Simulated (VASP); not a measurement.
# CdTe (Pm-3m) in VASP: a series of runs

CdTe is run at these levels: PBEsol, r2SCAN+rVV10; tasks: single point.

Everything below comes from runs of VASP 6.6.1. Logs are shortened: lines on timing, memory, paths and dates and some standing lists are left out, and cuts for length are marked.

## 1. The cell of the first run

The structure is cubic, space group Pm-3m (No. 221). The conventional cell has a = 3.697 Å, b = 3.697 Å, c = 3.697 Å, α = 90.00°, β = 90.00°, γ = 90.00°. Within 4.2 Å of Cd (site symmetry m-3m) lie 8 Te at 3.20 Å and 6 Cd at 3.70 Å. Te (site symmetry m-3m) has 8 Cd at 3.20 Å and 6 Te at 3.70 Å within 4.2 Å.

## 2. Single point, PBEsol

The input, INCAR:

```
SYSTEM = CdTe
  ALGO = Normal
  EDIFF = 1E-6
  ENCUT = 500
  GGA = PS
  GGA_COMPAT = .False.
  ISIF = 2
  ISMEAR = -1
  LASPH = .True.
  LCHARG = .False.
  LREAL = .False.
  LWAVE = .False.
  NBANDS = 16
  NELM = 120
  PREC = Accurate
  SIGMA = 0.03
```

The input, KPOINTS:

```
k-points
0
Gamma
  6 6 6
  0 0 0
```

The input, POSCAR:

```
CdTe
1.0
    3.6967526232      0.0000000000      0.0000000000
    0.0000000000      3.6967526232      0.0000000000
    0.0000000000      0.0000000000      3.6967526232
Cd Te
1 1
Direct
    0.0000000000      0.0000000000      0.0000000000
    0.5000000000      0.5000000000      0.5000000000
```

Potentials or basis: VASP PAW PBE potentials, release 64 (Cd, Te).

On the command line:

```sh
cat potpaw_PBE.64/Cd/POTCAR potpaw_PBE.64/Te/POTCAR > POTCAR
mpirun -np 1 vasp_std > vasp.out
```

OUTCAR:

```text
SYSTEM = CdTe
   EDIFF = 1E-6
   ENCUT = 500
   GGA = PS
   ISIF = 2
   ISMEAR = -1
   LASPH = .True.
   LREAL = .False.
   NELM = 120
   PREC = Accurate

 ion  position               nearest neighbor table
   1  0.000  0.000  0.000-   2 3.20   2 3.20   2 3.20   2 3.20   2 3.20   2 3.20   2 3.20   2 3.20

   2  0.500  0.500  0.500-   1 3.20   1 3.20   1 3.20   1 3.20   1 3.20   1 3.20   1 3.20   1 3.20

  LATTYP: Found a simple cubic cell.
 ALAT       =     3.6967526232

  Lattice vectors:

 A1 = (   3.6967526232,   0.0000000000,   0.0000000000)
 A2 = (   0.0000000000,   3.6967526232,   0.0000000000)
 A3 = (   0.0000000000,   0.0000000000,   3.6967526232)

Analysis of symmetry for initial positions (statically):
=====================================================================
 Subroutine PRICEL returns:
 Original cell was already a primitive cell.

 Routine SETGRP: Setting up the symmetry group for a
 simple cubic supercell.

 Subroutine GETGRP returns: Found 48 space group operations
 (whereof 48 operations were pure point group operations)
 out of a pool of 48 trial point group operations.

The static configuration has the point symmetry O_h .

Analysis of symmetry for dynamics (positions and initial velocities):
=====================================================================
 Subroutine PRICEL returns:
 Original cell was already a primitive cell.

 Routine SETGRP: Setting up the symmetry group for a
 simple cubic supercell.

 Subroutine GETGRP returns: Found 48 space group operations
 (whereof 48 operations were pure point group operations)
 out of a pool of 48 trial point group operations.

The dynamic configuration has the point symmetry O_h .

 Subroutine INISYM returns: Found 48 space group operations
 (whereof 48 operations are pure point group operations),
 and found     1 'primitive' translations

----------------------------------------------------------------------------------------

                                     Primitive cell

  volume of cell :      50.5197

  direct lattice vectors                    reciprocal lattice vectors
     3.696752623  0.000000000  0.000000000     0.270507687  0.000000000  0.000000000
     0.000000000  3.696752623  0.000000000     0.000000000  0.270507687  0.000000000
     0.000000000  0.000000000  3.696752623     0.000000000  0.000000000  0.270507687

  length of vectors
     3.696752623  3.696752623  3.696752623     0.270507687  0.270507687  0.270507687

  position of ions in fractional coordinates (direct lattice)
     0.000000000  0.000000000  0.000000000
     0.500000000  0.500000000  0.500000000

  ion indices of the primitive-cell ions
   primitive index   ion index
                 1           1
                 2           2

----------------------------------------------------------------------------------------

 KPOINTS: k-points

Automatic generation of k-mesh.
 Grid dimensions read from file:
 generate k-points for:    6    6    6

 Generating k-lattice:

  Cartesian coordinates                     Fractional coordinates (reciprocal lattice)
     0.045084614  0.000000000  0.000000000     0.166666667  0.000000000  0.000000000
     0.000000000  0.045084614  0.000000000     0.000000000  0.166666667  0.000000000
     0.000000000  0.000000000  0.045084614     0.000000000  0.000000000  0.166666667

  Length of vectors
     0.045084614  0.045084614  0.045084614

  Shift w.r.t. Gamma in fractional coordinates (k-lattice)
     0.000000000  0.000000000  0.000000000

 Subroutine IBZKPT returns following result:
 ===========================================

 Found     20 irreducible k-points:

 Following reciprocal coordinates:
            Coordinates               Weight
  0.000000  0.000000  0.000000      1.000000
  0.166667  0.000000  0.000000      6.000000
  0.333333  0.000000  0.000000      6.000000
  0.500000  0.000000  0.000000      3.000000
  0.166667  0.166667  0.000000     12.000000
  0.333333  0.166667  0.000000     24.000000
[... 12 lines left out ...]
  0.500000  0.500000  0.333333      6.000000
  0.500000  0.500000  0.500000      1.000000
   k-points           NKPTS =     20   k-points in BZ     NKDIM =     20   number of bands    NBANDS=     16
   number of dos      NEDOS =    301   number of ions     NIONS =      2
   total plane-waves  NPLWV =  21952
   dimension x,y,z NGX =    28 NGY =   28 NGZ =   28
   dimension x,y,z NGXF=    56 NGYF=   56 NGZF=   56
   ions per type =               1   1
   NGX,Y,Z   is equivalent  to a cutoff of  12.59, 12.59, 12.59 a.u.
   NGXF,Y,Z  is equivalent  to a cutoff of  25.18, 25.18, 25.18 a.u.
 SYSTEM =  CdTe
   PREC   = accura    normal or accurate (medium, high low for compatibility)
   ISTART =      0    job   : 0-new  1-cont  2-samecut
   ICHARG =      2    charge: 1-file 2-atom 10-const
   ISPIN  =      1    spin polarized calculation?
   LNONCOLLINEAR =      F non collinear calculations
   LSORBIT =      F    spin-orbit coupling
   LASPH  =      T    aspherical Exc in radial PAW
   ENCUT  =  500.0 eV  36.75 Ry    6.06 a.u.   6.74  6.74  6.74*2*pi/ulx,y,z
   NELM   =    120;   NELMIN=  2; NELMDL= -5     # of ELM steps
   EDIFF  = 0.1E-05   stopping-criterion for ELM
   LREAL  =      F    real-space projection
   EDIFFG = 0.1E-04   stopping-criterion for IOM
   NSW    =      0    number of steps for IOM
   IBRION =     -1    ionic relax: 0-MD 1-quasi-New 2-CG
   NFREE  =      0    steps in history (QN), initial steepest desc. (CG)
   ISIF   =      2    stress and relaxation
   ISYM   =      2    0-nonsym 1-usesym 2-fastsym
   POTIM  = 0.5000    time-step for ionic-motion
   TEBEG  =    0.0;   TEEND  =   0.0 temperature during run
   PSTRESS=    0.0 pullay stress
   NELECT =      18.0000    total number of electrons
   NUPDOWN=      -1.0000    fix difference up-down
   EMIN   =  10.00;   EMAX   =-10.00  energy-range for DOS
   EFERMI =   0.00;   METHOD = LEGACY
   ISMEAR =    -1;   SIGMA  =   0.03  broadening in eV -4-tet -1-fermi 0-gaus
   EFERMI_NEDOS =   21; number of points for ismear=-14 and -15
   IALGO  =     38    algorithm
   IMIX   =      4    mixing-type and parameters
     AMIX     =   0.40;   BMIX     =  1.00
     AMIX_MAG =   1.60;   BMIX_MAG =  1.00
  volume/ion in A,a.u.               =      25.26       170.46
  Fermi-wavevector in a.u.,A,eV,Ry     =   1.160589  2.193196 18.326610  1.346968
  Thomas-Fermi vector in A             =   2.297170
   LORBIT       =      0    0 simple, 1 ext, 2 COOP (PROOUT), +10 PAW based schemes
   GGA     = PS    functional components
   LHFCALC =     F    Hartree Fock is set to
   AEXX    =    0.0000 exact exchange contribution
   IVDW    =     0    specifies the selected vdW correction
   LEPSILON=     F    determine dielectric tensor
   LRPA    =     F    only Hartree local field effects (RPA)
 non-spin polarized calculation
  energy-cutoff  :      500.00
  volume of cell :       50.52
 maximum number of plane-waves:      1328
 NGX is ok and might be reduce to    28
   NGX = 13   NGY = 13   NGZ = 13

 number of electron      18.0000010 magnetization

 Free energy of the ion-electron system (eV)
  ---------------------------------------------------
  ext. energy  EPLUGINS =         0.00000000
  ---------------------------------------------------
  free energy    TOTEN  =        -4.60928751 eV

  energy without entropy =       -4.60548022  energy(sigma->0) =       -4.60738386

 E-fermi :   5.4143     XC(G=0): -10.5653

 val. band max:        5.2950474146   @ k =   0.3333   0.0000   0.0000
 cond. band min:       5.4527016933   @ k =   0.3333   0.1667   0.0000
 fundamental gap:      0.1576542787
 Fermi energy:         5.4143189889

 k-point     1 :       0.0000    0.0000    0.0000
  band No.  band energies     occupation
      1      -7.3338      2.00000
      2      -3.2774      2.00000
      3      -3.2774      2.00000
      4      -2.9570      2.00000
      5      -2.9570      2.00000
      6      -2.9570      2.00000
[... 8 lines left out ...]
     15      15.2188      0.00000
     16      18.4405      0.00000

 k-point     2 :       0.1667    0.0000    0.0000
  band No.  band energies     occupation
      1      -7.1128      2.00000
      2      -3.2683      2.00000
      3      -3.2292      2.00000
      4      -3.0041      2.00000
      5      -3.0041      2.00000
      6      -2.9546      2.00000
[... 8 lines left out ...]
     15      13.9236      0.00000
     16      16.8720      0.00000

 k-point     3 :       0.3333    0.0000    0.0000
  band No.  band energies     occupation
      1      -6.5642      2.00000
      2      -3.2498      2.00000
      3      -3.1705      2.00000
      4      -3.0943      2.00000
      5      -3.0943      2.00000
      6      -2.9496      2.00000
[... 8 lines left out ...]
     15      14.9139      0.00000
     16      15.8920      0.00000

 k-point     4 :       0.5000    0.0000    0.0000
  band No.  band energies     occupation
      1      -6.1961      2.00000
      2      -3.2405      2.00000
      3      -3.1995      2.00000
      4      -3.1376      2.00000
      5      -3.1376      2.00000
      6      -2.9472      2.00000
[... 8 lines left out ...]
     15      14.0708      0.00000
     16      18.7359      0.00000

 k-point     5 :       0.1667    0.1667    0.0000
  band No.  band energies     occupation
      1      -6.9058      2.00000
      2      -3.2435      2.00000
      3      -3.1896      2.00000
      4      -3.0360      2.00000
      5      -3.0109      2.00000
      6      -2.9831      2.00000
[... 8 lines left out ...]
     15      14.5451      0.00000
     16      16.3470      0.00000

 k-point     6 :       0.3333    0.1667    0.0000
  band No.  band energies     occupation
      1      -6.4044      2.00000
      2      -3.2241      2.00000
      3      -3.1229      2.00000
      4      -3.0808      2.00000
      5      -3.0485      2.00000
      6      -2.9812      2.00000
[... 8 lines left out ...]
     15      15.9648      0.00000
     16      16.3736      0.00000

 k-point     7 :       0.5000    0.1667    0.0000
  band No.  band energies     occupation
      1      -6.0834      2.00000
      2      -3.2096      2.00000
      3      -3.1186      2.00000
      4      -3.0984      2.00000
      5      -3.0466      2.00000
      6      -2.9762      2.00000
[... 8 lines left out ...]
     15      15.9465      0.00000
     16      16.8801      0.00000

 k-point     8 :       0.3333    0.3333    0.0000
  band No.  band energies     occupation
      1      -6.0484      2.00000
      2      -3.1883      2.00000
      3      -3.0616      2.00000
      4      -3.0352      2.00000
      5      -2.9609      2.00000
      6      -2.9209      2.00000
[... 8 lines left out ...]
     15      15.0615      0.00000
     16      16.7673      0.00000

 k-point     9 :       0.5000    0.3333    0.0000
  band No.  band energies     occupation
      1      -5.8494      2.00000
      2      -3.1632      2.00000
      3      -3.0804      2.00000
      4      -3.0332      2.00000
      5      -2.8963      2.00000
      6      -2.7448      2.00000
[... 8 lines left out ...]
     15      15.2441      0.00000
     16      16.4019      0.00000
[... 96 lines left out ...]
 k-point    15 :       0.5000    0.3333    0.1667
  band No.  band energies     occupation
      1      -5.6705      2.00000
      2      -3.2094      2.00000
      3      -3.1382      2.00000
      4      -3.0710      2.00000
      5      -2.8794      2.00000
      6      -2.7146      2.00000
[... 8 lines left out ...]
     15      16.7077      0.00000
     16      16.8339      0.00000

 k-point    16 :       0.5000    0.5000    0.1667
  band No.  band energies     occupation
      1      -5.5207      2.00000
      2      -3.1698      2.00000
      3      -3.1698      2.00000
      4      -3.0558      2.00000
      5      -2.8015      2.00000
      6      -2.6015      2.00000
[... 8 lines left out ...]
     15      17.2302      0.00000
     16      17.2302      0.00000

 k-point    17 :       0.3333    0.3333    0.3333
  band No.  band energies     occupation
      1      -5.4796      2.00000
      2      -3.2869      2.00000
      3      -3.2869      2.00000
      4      -2.9272      2.00000
      5      -2.9272      2.00000
      6      -2.7818      2.00000
[... 8 lines left out ...]
     15      17.2122      0.00000
     16      17.3713      0.00000

 k-point    18 :       0.5000    0.3333    0.3333
  band No.  band energies     occupation
      1      -5.2388      2.00000
      2      -3.3551      2.00000
      3      -3.2883      2.00000
      4      -2.9219      2.00000
      5      -2.8488      2.00000
      6      -2.8321      2.00000
[... 8 lines left out ...]
     15      17.9144      0.00000
     16      19.9503      0.00000

 k-point    19 :       0.5000    0.5000    0.3333
  band No.  band energies     occupation
      1      -4.9630      2.00000
      2      -3.3553      2.00000
      3      -3.3553      2.00000
      4      -3.0216      2.00000
      5      -2.8832      2.00000
      6      -2.7980      2.00000
[... 8 lines left out ...]
     15      20.8668      0.00000
     16      20.8668      0.00000

 k-point    20 :       0.5000    0.5000    0.5000
  band No.  band energies     occupation
      1      -4.4866      2.00000
      2      -3.4365      2.00000
      3      -3.4365      2.00000
      4      -3.4365      2.00000
      5      -2.7962      2.00000
      6      -2.7962      2.00000
[... 8 lines left out ...]
     15      22.1974      0.00000
     16      22.1990      0.00000

------------------------ aborting loop because EDIFF is reached ----------------------------------------

  FORCE on cell =-STRESS in cart. coord.  units (eV):
  Direction    XX          YY          ZZ          XY          YZ          ZX
  --------------------------------------------------------------------------------------
  -------------------------------------------------------------------------------------
  Total        0.0710327      0.0710327      0.0710327      0.0000000      0.0000000     -0.0000000
  in kB        2.2527220      2.2527220      2.2527220      0.0000000      0.0000000     -0.0000000
  external PRESSURE =       2.2527220 kB  Pullay stress =       0.0000000 kB

 VOLUME and BASIS-vectors are now :
 -----------------------------------------------------------------------------
  energy-cutoff  :      500.00
  volume of cell :       50.52
      direct lattice vectors                 reciprocal lattice vectors
     3.696752623  0.000000000  0.000000000     0.270507687  0.000000000  0.000000000
     0.000000000  3.696752623  0.000000000     0.000000000  0.270507687  0.000000000
     0.000000000  0.000000000  3.696752623     0.000000000  0.000000000  0.270507687

 POSITION                                       TOTAL-FORCE (eV/Angst)
 -----------------------------------------------------------------------------------
      0.00000      0.00000      0.00000         0.000000      0.000000      0.000000
      1.84838      1.84838      1.84838         0.000000      0.000000      0.000000
 -----------------------------------------------------------------------------------
    total drift:                               -0.000000      0.000000     -0.000000

  FREE ENERGIE OF THE ION-ELECTRON SYSTEM (eV)
  ---------------------------------------------------
  free  energy   TOTEN  =        -4.6092875119 eV

  energy  without entropy=       -4.6054802170  energy(sigma->0) =       -4.60738386
```

Run time: 7.5 s. Hardware: 1 thread of AMD EPYC 9R45 (Zen 5), shared host; peak memory 0.13 GiB.

What came out:

* Free energy: -4.6093 eV
* Pressure: 0.2 GPa
* Band gap on the k mesh: zero (band 9 reaches 5.86 eV, above the bottom of band 10 at 4.31 eV)

Caveat: the PAW data sets were made with another functional, which shifts forces and pressure a little; spin-orbit coupling is left out, which moves the levels of the heavy elements.

(Part 1 of 2 ends here.)
